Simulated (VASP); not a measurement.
# ZnSe (I-4m2) in VASP: single point with PBE

Aim: the single point of ZnSe with PBE.

Everything below comes from runs of VASP 6.6.1. Logs are shortened: lines on timing, memory, paths and dates and some standing lists are left out, and cuts for length are marked.

### 1 The cell of the first run

The structure is tetragonal, space group I-4m2 (No. 119). The conventional cell has a = 3.943 Å, b = 3.943 Å, c = 5.855 Å, α = 90.00°, β = 90.00°, γ = 90.00°. Zn (site symmetry -4m2) has 4 Se at 2.46 Å within 3.2 Å. Se (site symmetry -4m2) has 4 Zn at 2.46 Å within 3.2 Å.

### 2 Single point, PBE

INCAR

```
SYSTEM = ZnSe
PREC = Accurate
ENCUT = 520
EDIFF = 1E-6
ISMEAR = 0
SIGMA = 0.05
LREAL = .False.
LASPH = .True.
NELM = 60
ALGO = Normal
ISIF = 2
LWAVE = .False.
LCHARG = .False.
GGA = PE
NBANDS = 16
```

KPOINTS

```
Automatic mesh
0
Gamma
  10 10 10
  0 0 0
```

POSCAR

```
ZnSe
1.0
    0.0000000000      2.7880855544      2.9274898321
    2.7880855544      0.0000000000      2.9274898321
    2.7880855544      2.7880855544      0.0000000000
Zn Se
1 1
Direct
    0.0000000000      0.0000000000      0.0000000000
    0.7500000000      0.7500000000      0.7500000000
```

Potentials or basis: VASP PAW PBE potentials, release 64 (Zn, Se).

The run is started by

```console
$ cat potpaw_PBE.64/Zn/POTCAR potpaw_PBE.64/Se/POTCAR > POTCAR
$ mpirun -np 1 vasp_std > vasp.out
```

OUTCAR:

```text
SYSTEM = ZnSe
   PREC = Accurate
   ENCUT = 520
   EDIFF = 1E-6
   ISMEAR = 0
   LREAL = .False.
   LASPH = .True.
   NELM = 60
   ISIF = 2
   GGA = PE

 ion  position               nearest neighbor table
   1  0.000  0.000  0.000-   2 2.46   2 2.46   2 2.46   2 2.46
   2  0.750  0.750  0.750-   1 2.46   1 2.46   1 2.46   1 2.46

  LATTYP: Found a body centered tetragonal cell.
 ALAT       =     3.9429484041
 C/A-ratio  =     1.4849242405

  Lattice vectors:

 A1 = (  -2.7880855544,   0.0000000000,   2.9274898321)
 A2 = (   2.7880855544,   0.0000000000,   2.9274898321)
 A3 = (   0.0000000000,   2.7880855544,  -2.9274898321)

Analysis of symmetry for initial positions (statically):
=====================================================================
 Subroutine PRICEL returns:
 Original cell was already a primitive cell.

 Routine SETGRP: Setting up the symmetry group for a
 body centered tetragonal supercell.

 Subroutine GETGRP returns: Found  8 space group operations
 (whereof  8 operations were pure point group operations)
 out of a pool of 16 trial point group operations.

The static configuration has the point symmetry D_2d.

Analysis of symmetry for dynamics (positions and initial velocities):
=====================================================================
 Subroutine PRICEL returns:
 Original cell was already a primitive cell.

 Routine SETGRP: Setting up the symmetry group for a
 body centered tetragonal supercell.

 Subroutine GETGRP returns: Found  8 space group operations
 (whereof  8 operations were pure point group operations)
 out of a pool of 16 trial point group operations.

The dynamic configuration has the point symmetry D_2d.

 Subroutine INISYM returns: Found  8 space group operations
 (whereof  8 operations are pure point group operations),
 and found     1 'primitive' translations

----------------------------------------------------------------------------------------

                                     Primitive cell

  volume of cell :      45.5132

  direct lattice vectors                    reciprocal lattice vectors
     0.000000000  2.788085554  2.927489832    -0.179334526  0.179334526  0.170794786
     2.788085554  0.000000000  2.927489832     0.179334526 -0.179334526  0.170794786
     2.788085554  2.788085554  0.000000000     0.179334526  0.179334526 -0.170794786

  length of vectors
     4.042724054  4.042724054  3.942948404     0.305765602  0.305765602  0.305765602

  position of ions in fractional coordinates (direct lattice)
     0.000000000  0.000000000  0.000000000
     0.750000000  0.750000000  0.750000000

[... 78 lines left out ...]
   EDIFFG = 0.1E-04   stopping-criterion for IOM
   NSW    =      0    number of steps for IOM
   IBRION =     -1    ionic relax: 0-MD 1-quasi-New 2-CG
   NFREE  =      0    steps in history (QN), initial steepest desc. (CG)
   ISIF   =      2    stress and relaxation
   ISYM   =      2    0-nonsym 1-usesym 2-fastsym
   POTIM  = 0.5000    time-step for ionic-motion
   TEBEG  =    0.0;   TEEND  =   0.0 temperature during run
   PSTRESS=    0.0 pullay stress
   NELECT =      18.0000    total number of electrons
   NUPDOWN=      -1.0000    fix difference up-down
   EMIN   =  10.00;   EMAX   =-10.00  energy-range for DOS
   EFERMI =   0.00;   METHOD = LEGACY
   ISMEAR =     0;   SIGMA  =   0.05  broadening in eV -4-tet -1-fermi 0-gaus
   EFERMI_NEDOS =   21; number of points for ismear=-14 and -15
   IALGO  =     38    algorithm
   IMIX   =      4    mixing-type and parameters
     AMIX     =   0.40;   BMIX     =  1.00
     AMIX_MAG =   1.60;   BMIX_MAG =  1.00
  volume/ion in A,a.u.               =      22.76       153.57
  Fermi-wavevector in a.u.,A,eV,Ry     =   1.201673  2.270834 19.647073  1.444019
  Thomas-Fermi vector in A             =   2.337476
   LORBIT       =      0    0 simple, 1 ext, 2 COOP (PROOUT), +10 PAW based schemes
   GGA     = PE    functional components
   LHFCALC =     F    Hartree Fock is set to
   AEXX    =    0.0000 exact exchange contribution
   IVDW    =     0    specifies the selected vdW correction
   LEPSILON=     F    determine dielectric tensor
   LRPA    =     F    only Hartree local field effects (RPA)
 non-spin polarized calculation
 Gauss-broadening in eV      SIGMA  =   0.05
  energy-cutoff  :      520.00
  volume of cell :       45.51
 maximum number of plane-waves:      1263
   NGX = 15   NGY = 15   NGZ = 15

 number of electron      18.0000003 magnetization

 Free energy of the ion-electron system (eV)
  ---------------------------------------------------
  ext. energy  EPLUGINS =         0.00000000
  ---------------------------------------------------
  free energy    TOTEN  =        -6.01271128 eV

  energy without entropy =       -6.01271128  energy(sigma->0) =       -6.01271128

 E-fermi :   1.8684     XC(G=0):  -9.3243

 val. band max:        1.6753682668   @ k =   0.0000   0.0000   0.0000
 cond. band min:       2.8906991057   @ k =   0.0000   0.0000   0.0000
 fundamental gap:      1.2153308390
 Fermi energy:         1.8683794631

 k-point     1 :       0.0000    0.0000    0.0000
  band No.  band energies     occupation
      1     -11.6423      2.00000
      2      -4.9466      2.00000
      3      -4.9233      2.00000
      4      -4.9233      2.00000
      5      -4.5683      2.00000
      6      -4.5601      2.00000
[... 433 lines left out ...]
      3      -4.7405      2.00000
      4      -4.7307      2.00000
      5      -4.5550      2.00000
      6      -4.5311      2.00000
[... 8 lines left out ...]
     15      15.0696      0.00000
     16      16.1933      0.00000

 [... further k-points ...]

------------------------ aborting loop because EDIFF is reached ----------------------------------------

  FORCE on cell =-STRESS in cart. coord.  units (eV):
  Direction    XX          YY          ZZ          XY          YZ          ZX
  --------------------------------------------------------------------------------------
  -------------------------------------------------------------------------------------
  Total        0.8237555      0.8237555      0.3123678      0.0000000      0.0000000      0.0000000
  in kB       28.9982177     28.9982177     10.9961148      0.0000000      0.0000000      0.0000000
  external PRESSURE =      22.9975168 kB  Pullay stress =       0.0000000 kB

 VOLUME and BASIS-vectors are now :
 -----------------------------------------------------------------------------
  energy-cutoff  :      520.00
  volume of cell :       45.51
      direct lattice vectors                 reciprocal lattice vectors
     0.000000000  2.788085554  2.927489832    -0.179334526  0.179334526  0.170794786
     2.788085554  0.000000000  2.927489832     0.179334526 -0.179334526  0.170794786
     2.788085554  2.788085554  0.000000000     0.179334526  0.179334526 -0.170794786

 POSITION                                       TOTAL-FORCE (eV/Angst)
 -----------------------------------------------------------------------------------
      0.00000      0.00000      0.00000        -0.000000     -0.000000     -0.000000
      4.18213      4.18213      4.39123         0.000000      0.000000      0.000000
 -----------------------------------------------------------------------------------
    total drift:                                0.000001      0.000001      0.000000

  FREE ENERGIE OF THE ION-ELECTRON SYSTEM (eV)
  ---------------------------------------------------
  free  energy   TOTEN  =        -6.0127112756 eV

  energy  without entropy=       -6.0127112756  energy(sigma->0) =       -6.01271128
```

OSZICAR:

```text
N       E                     dE             d eps       ncg     rms          rms(c)
DAV:   1     0.869599071813E+02    0.86960E+02   -0.88011E+03  3264   0.128E+03
DAV:   2    -0.902000837657E+00   -0.87862E+02   -0.82388E+02  3664   0.248E+02
DAV:   3    -0.625957069213E+01   -0.53576E+01   -0.53363E+01  3944   0.603E+01
DAV:   4    -0.630212417220E+01   -0.42553E-01   -0.42549E-01  4080   0.585E+00
DAV:   5    -0.630232497119E+01   -0.20080E-03   -0.20080E-03  4112   0.360E-01    0.474E+00
DAV:   6    -0.603169925529E+01    0.27063E+00   -0.53273E-01  4776   0.239E+01    0.362E+00
DAV:   7    -0.601261391343E+01    0.19085E-01   -0.15533E-01  3816   0.351E+00    0.154E+00
DAV:   8    -0.601238440862E+01    0.22950E-03   -0.43863E-03  4536   0.667E-01    0.452E-01
DAV:   9    -0.601261098178E+01   -0.22657E-03   -0.10882E-03  3920   0.252E-01    0.664E-02
DAV:  10    -0.601271552744E+01   -0.10455E-03   -0.18555E-04  4240   0.103E-01    0.212E-02
DAV:  11    -0.601271002697E+01    0.55005E-05   -0.34513E-05  3744   0.494E-02    0.475E-03
DAV:  12    -0.601271111414E+01   -0.10872E-05   -0.46798E-06  4432   0.128E-02    0.277E-03
DAV:  13    -0.601271127557E+01   -0.16143E-06   -0.50562E-07  3232   0.537E-03
   1 F= -.60127113E+01 E0= -.60127113E+01  d E =-.190484E-10
```

It took 1.9 min on 1 thread of Intel Xeon 8259CL, shared host; peak memory 0.22 GiB.

What came out:

| Property | Result |
| --- | --- |
| Free energy | -6.0127 eV |
| Pressure | 2.3 GPa |
| Band gap on the k mesh | 1.22 eV |

Levels at points of the mesh, in eV from the valence-band top:
```
           k point  band 7  band 8  band 9  band 10  band 11  band 12
(0.00, 0.00, 0.00)   -0.20    0.00    0.00     1.22     5.75     5.75
(0.50, 0.00, 0.00)   -5.28   -1.08   -0.78     2.45     6.17     6.52
(0.50, 0.50, 0.00)   -5.00   -2.07   -2.07     3.08     3.70    10.36
(0.50, 0.00, 0.50)   -4.72   -2.37   -2.28     2.85     3.25    10.79
```
